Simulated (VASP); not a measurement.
A run of VASP 6.6.1 is set up as follows.

Contents of INCAR:

```
SYSTEM = Tc
ALGO = Normal ; EDIFF = 1E-6
ENCUT = 500 ; GGA_COMPAT = .FALSE.
ISIF = 2 ; ISMEAR = 1
LASPH = .TRUE. ; LCHARG = .TRUE.
LELF = .TRUE. ; LREAL = .FALSE.
LVHAR = .TRUE. ; LWAVE = .FALSE.
NBANDS = 12 ; NELM = 120
PREC = Accurate ; SIGMA = 0.05
```

The input KPOINTS:

```
k-points
0
G
  12 12 12
  0 0 0
```

The input POSCAR:

```
Tc
1.0
    0.0000000000      1.9500000000      1.9500000000
    1.9500000000      0.0000000000      1.9500000000
    1.9500000000      1.9500000000      0.0000000000
Tc
1
Direct
    0.0000000000      0.0000000000      0.0000000000
```

Potentials or basis: VASP PAW LDA potentials, release 64 (Tc_pv).

Run with:

```sh
$ cat potpaw_LDA.64/Tc_pv/POTCAR > POTCAR
$ mpirun -np 1 vasp_std > vasp.out
```

(1) What does it give for the pressure?

(2) What does it give for the band gap on the k mesh?

Answers

(1) -20.3 GPa.

(2) zero (an odd number of electrons rules out a gap without spin polarisation).

Caveat: the cell stands under tension.
